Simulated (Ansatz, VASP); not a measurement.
**CdF2 in VASP and in Ansatz**

POSCAR

```
CdF2
1.0
    0.0000000000      2.7468369436      2.7468369436
    2.7468369436      0.0000000000      2.7468369436
    2.7468369436      2.7468369436      0.0000000000
Cd F
1 2
Direct
    0.0000000000      0.0000000000      0.0000000000
    0.7500000000      0.7500000000      0.7500000000
    0.2500000000      0.2500000000      0.2500000000
```

INCAR.step1

```
ALGO = Normal
EDIFF = 1E-4
ENCUT = 520
GGA = PE
ISMEAR = -1
LASPH = T
LCHARG = F
LREAL = F
LWAVE = T
NBANDS = 20
NELM = 100
PREC = Accurate
SIGMA = 0.05
```

INCAR.step2

```
ALGO = Normal
EDIFF = 1E-6
ENCUT = 520
ISIF = 2
ISMEAR = -1
ISTART = 1
LASPH = T
LCHARG = F
LMIXTAU = T
LREAL = F
LWAVE = F
METAGGA = R2SCAN
NBANDS = 20
NELM = 100
PREC = Accurate
SIGMA = 0.05
```

Contents of KPOINTS:

```
k-points
0
Gamma
  9 9 9
```

input.yaml

```yaml
crystal:
  lattice:
    - [0.0, 2.7468369436, 2.7468369436]
    - [2.7468369436, 0.0, 2.7468369436]
    - [2.7468369436, 2.7468369436, 0.0]
  atoms:
    - { symbol: Cd, position: [0.0, 0.0, 0.0] }
    - { symbol: F, position: [0.75, 0.75, 0.75] }
    - { symbol: F, position: [0.25, 0.25, 0.25] }
hamiltonian:
  xc: r2scan
  pseudopotentials: { kind: paw }
kpoints:
  mp_grid: { grid: [9, 9, 9] }
scf:
  occupations: { method: fermi_dirac, width: 0.05 }
output:
  forces: true
  stress: true
  eigenvalues: true
```

Alike in both runs: task single point; functional r2SCAN; k mesh 9 × 9 × 9; occupations fermi-dirac, width 0.05 eV; no spin polarisation.

```csv
,VASP,Ansatz
version,VASP 6.6.1,Ansatz 0.2.0
potentials or method,"VASP PAW PBE potentials, release 64 (Cd, F)",Ansatz PAW
plane-wave cutoff (eV),520,500
valence electrons in the cell,26,34
```

Ansatz gave:

```
gap on the k mesh at the Fermi level (eV) : 3.61
least direct gap on the mesh (eV)         : 4.16
pressure (GPa)                            : -5.7
```

Problem. What did VASP give for the same quantities?

Solution. gap on the k mesh at the Fermi level (eV): 3.57; least direct gap on the mesh (eV): 4.11; pressure (GPa): -5.0.

VASP's potentials were made for PBE, not for r2SCAN. The functional is the same, so the differences come from potentials, cutoffs and numerics. VASP's potentials hold 26 valence electrons a cell and Ansatz's 34, so a difference there can come from the potentials and not from the codes.

Noted on Ansatz's run: odd divisions of the mesh miss points on the zone boundary, where band edges often lie, so the gap on the mesh can be too wide.
